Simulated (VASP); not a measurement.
# Ba2N (R-3m) in VASP: single point with LDA

Aim: the single point of Ba2N with LDA.

All numbers are computed with VASP 6.6.1; they aren't measurements. Logs are shortened: lines on timing, memory, paths and dates and some standing lists are left out, and cuts for length are marked.

### Step 1. The cell of the first run

Symmetry: R-3m, No. 166, trigonal system. Conventional cell: a = 3.856 Å, b = 3.856 Å, c = 22.181 Å, α = 90.00°, β = 90.00°, γ = 120.00°. Within 3.5 Å of Ba (site symmetry 3m) lie 3 N at 2.67 Å. Within 3.5 Å of N (site symmetry -3m) lie 6 Ba at 2.67 Å.

### Step 2. Single point, LDA

File INCAR:

```
PREC = Accurate ; ENCUT = 520
EDIFF = 1E-7 ; ISMEAR = 0
SIGMA = 0.1 ; LREAL = False
LASPH = True ; NELM = 100
ALGO = Normal ; ISIF = 2
LWAVE = False ; LCHARG = True
GGA = CA ; LELF = True
LVHAR = True ; NBANDS = 20
```

File KPOINTS:

```
Automatic mesh
0
Gamma
  12 12 12
```

File POSCAR:

```
Ba2N
1.0
    1.9282299734      1.1132640942      7.3937857933
   -1.9282299734      1.1132640942      7.3937857933
    0.0000000000     -2.2265281885      7.3937857933
Ba N
2 1
Direct
    0.2669700635      0.2669700635      0.2669700635
    0.7330299365      0.7330299365      0.7330299365
    0.0000000000      0.0000000000      0.0000000000
```

Potentials or basis: VASP PAW LDA potentials, release 64 (Ba_sv, N).

The run is started by

```bash
$ cat potpaw_LDA.64/Ba_sv/POTCAR potpaw_LDA.64/N/POTCAR > POTCAR
$ mpirun -np 1 vasp_std > vasp.out
```

OUTCAR:

```text
PREC = Accurate
   ENCUT = 520
   EDIFF = 1E-7
   ISMEAR = 0
   LREAL = False
   LASPH = True
   NELM = 100
   ISIF = 2
   GGA = CA

 ion  position               nearest neighbor table
   1  0.267  0.267  0.267-   3 2.67   3 2.67   3 2.67   2 3.69   2 3.69   2 3.69
   2  0.733  0.733  0.733-   3 2.67   3 2.67   3 2.67   1 3.69   1 3.69   1 3.69
   3  0.000  0.000  0.000-   2 2.67   2 2.67   1 2.67   1 2.67   2 2.67   1 2.67

  LATTYP: Found a trigonal (rhomboedric) cell.
 ALAT       =     7.7217547313
 COS(alpha) =     0.8752858736

  Lattice vectors:

 A1 = (   1.9282299734,   1.1132640942,   7.3937857933)
 A2 = (  -1.9282299734,   1.1132640942,   7.3937857933)
 A3 = (   0.0000000000,  -2.2265281885,   7.3937857933)

Analysis of symmetry for initial positions (statically):
=====================================================================
 Subroutine PRICEL returns:
 Original cell was already a primitive cell.

 Routine SETGRP: Setting up the symmetry group for a
 trigonal (rhombohedral) supercell.

 Subroutine GETGRP returns: Found 12 space group operations
 (whereof 12 operations were pure point group operations)
 out of a pool of 12 trial point group operations.

The static configuration has the point symmetry D_3d.

Analysis of symmetry for dynamics (positions and initial velocities):
=====================================================================
 Subroutine PRICEL returns:
 Original cell was already a primitive cell.

 Routine SETGRP: Setting up the symmetry group for a
 trigonal (rhombohedral) supercell.

 Subroutine GETGRP returns: Found 12 space group operations
 (whereof 12 operations were pure point group operations)
 out of a pool of 12 trial point group operations.

The dynamic configuration has the point symmetry D_3d.

 Subroutine INISYM returns: Found 12 space group operations
 (whereof 12 operations are pure point group operations),
 and found     1 'primitive' translations

----------------------------------------------------------------------------------------

                                     Primitive cell

  volume of cell :      95.2303

  direct lattice vectors                    reciprocal lattice vectors
     1.928229973  1.113264094  7.393785793     0.259305169  0.149709909  0.045082904
    -1.928229973  1.113264094  7.393785793    -0.259305169  0.149709909  0.045082904
     0.000000000 -2.226528189  7.393785793     0.000000000 -0.299419819  0.045082904

  length of vectors
[... 83 lines left out ...]
   NELM   =    100;   NELMIN=  2; NELMDL= -5     # of ELM steps
   EDIFF  = 0.1E-06   stopping-criterion for ELM
   LREAL  =      F    real-space projection
   EDIFFG = 0.1E-05   stopping-criterion for IOM
   NSW    =      0    number of steps for IOM
   IBRION =     -1    ionic relax: 0-MD 1-quasi-New 2-CG
   NFREE  =      0    steps in history (QN), initial steepest desc. (CG)
   ISIF   =      2    stress and relaxation
   ISYM   =      2    0-nonsym 1-usesym 2-fastsym
   POTIM  = 0.5000    time-step for ionic-motion
   TEBEG  =    0.0;   TEEND  =   0.0 temperature during run
   PSTRESS=    0.0 pullay stress
   NELECT =      25.0000    total number of electrons
   NUPDOWN=      -1.0000    fix difference up-down
   EMIN   =  10.00;   EMAX   =-10.00  energy-range for DOS
   EFERMI =   0.00;   METHOD = LEGACY
   ISMEAR =     0;   SIGMA  =   0.10  broadening in eV -4-tet -1-fermi 0-gaus
   EFERMI_NEDOS =   21; number of points for ismear=-14 and -15
   IALGO  =     38    algorithm
   IMIX   =      4    mixing-type and parameters
     AMIX     =   0.40;   BMIX     =  1.00
     AMIX_MAG =   1.60;   BMIX_MAG =  1.00
  volume/ion in A,a.u.               =      31.74       214.22
  Fermi-wavevector in a.u.,A,eV,Ry     =   1.048246  1.980897 14.950343  1.098819
  Thomas-Fermi vector in A             =   2.183159
   LORBIT       =      0    0 simple, 1 ext, 2 COOP (PROOUT), +10 PAW based schemes
   GGA     = CA    functional components
   LHFCALC =     F    Hartree Fock is set to
   AEXX    =    0.0000 exact exchange contribution
   IVDW    =     0    specifies the selected vdW correction
   LEPSILON=     F    determine dielectric tensor
   LRPA    =     F    only Hartree local field effects (RPA)
 non-spin polarized calculation
 Gauss-broadening in eV      SIGMA  =   0.10
  energy-cutoff  :      520.00
  volume of cell :       95.23
 maximum number of plane-waves:      2583
 NGX is ok and might be reduce to    60
   NGX = 29   NGY = 29   NGZ = 29

 number of electron      25.0000001 magnetization

 Free energy of the ion-electron system (eV)
  ---------------------------------------------------
  ext. energy  EPLUGINS =         0.00000000
  ---------------------------------------------------
  free energy    TOTEN  =       -15.10698734 eV

  energy without entropy =      -15.09549150  energy(sigma->0) =      -15.10123942

 E-fermi :   2.7783     XC(G=0):  -8.8989

 val. band max:        2.7743851289   @ k =  -0.2500   0.2500   0.1667
 cond. band min:       2.7822180342   @ k =   0.4167   0.0000   0.0000
 fundamental gap:      0.0078329053
 Fermi energy:         2.7783228378

 k-point     1 :       0.0000    0.0000    0.0000
  band No.  band energies     occupation
      1     -25.2140      2.00000
      2     -24.9860      2.00000
      3     -12.0105      2.00000
      4      -9.8423      2.00000
      5      -9.8233      2.00000
      6      -9.8233      2.00000
[... 541 lines left out ...]
     19       7.6071      0.00000
     20       8.3087      0.00000

 [... further k-points ...]

------------------------ aborting loop because EDIFF is reached ----------------------------------------

  FORCE on cell =-STRESS in cart. coord.  units (eV):
  Direction    XX          YY          ZZ          XY          YZ          ZX
  --------------------------------------------------------------------------------------
  -------------------------------------------------------------------------------------
  Total        0.7637638      0.7637638      0.7600387      0.0000000     -0.0000000      0.0000000
  in kB       12.8497455     12.8497455     12.7870723      0.0000000     -0.0000000      0.0000000
  external PRESSURE =      12.8288544 kB  Pullay stress =       0.0000000 kB

 VOLUME and BASIS-vectors are now :
 -----------------------------------------------------------------------------
  energy-cutoff  :      520.00
  volume of cell :       95.23
      direct lattice vectors                 reciprocal lattice vectors
     1.928229973  1.113264094  7.393785793     0.259305169  0.149709909  0.045082904
    -1.928229973  1.113264094  7.393785793    -0.259305169  0.149709909  0.045082904
     0.000000000 -2.226528189  7.393785793     0.000000000 -0.299419819  0.045082904

 POSITION                                       TOTAL-FORCE (eV/Angst)
 -----------------------------------------------------------------------------------
      0.00000     -0.00000      5.92176         0.000000      0.000000     -0.258635
      0.00000     -0.00000     16.25960         0.000000     -0.000000      0.258635
      0.00000      0.00000      0.00000         0.000000      0.000000      0.000000
 -----------------------------------------------------------------------------------
    total drift:                               -0.000000      0.000000     -0.000000

  FREE ENERGIE OF THE ION-ELECTRON SYSTEM (eV)
  ---------------------------------------------------
  free  energy   TOTEN  =       -15.1069873449 eV

  energy  without entropy=      -15.0954914988  energy(sigma->0) =      -15.10123942
```

stdout:

```text
POSCAR found type information on POSCAR BaN
 POSCAR found :  2 types and       3 ions
 scaLAPACK will be used
 LDA part: xc-table for (Slater(with rela. corr.)+CA(PZ))
 , standard interpolation
 POSCAR, INCAR and KPOINTS ok, starting setup
 FFT: planning ... GRIDC
 FFT: planning ... GRID_SOFT
 FFT: planning ... GRID
 WAVECAR not read
 entering main loop
```

It took 13 min on 1 thread of Intel Xeon Platinum 8375C at 2.90GHz (Ice Lake), shared host; peak memory 0.57 GiB.

What came out:

* Free energy: -15.1070 eV
* Pressure: 1.3 GPa
* Largest force: 0.259 eV/Å
* Band gap on the k mesh: zero (an odd number of electrons rules out a gap without spin polarisation)

Forces in eV/Å, atoms in the order of the input:
```
Ba   0.000  0.000 -0.259
Ba   0.000  0.000  0.259
N    0.000  0.000  0.000
```

Caveat: spin-orbit coupling is left out, which moves the levels of the heavy elements.
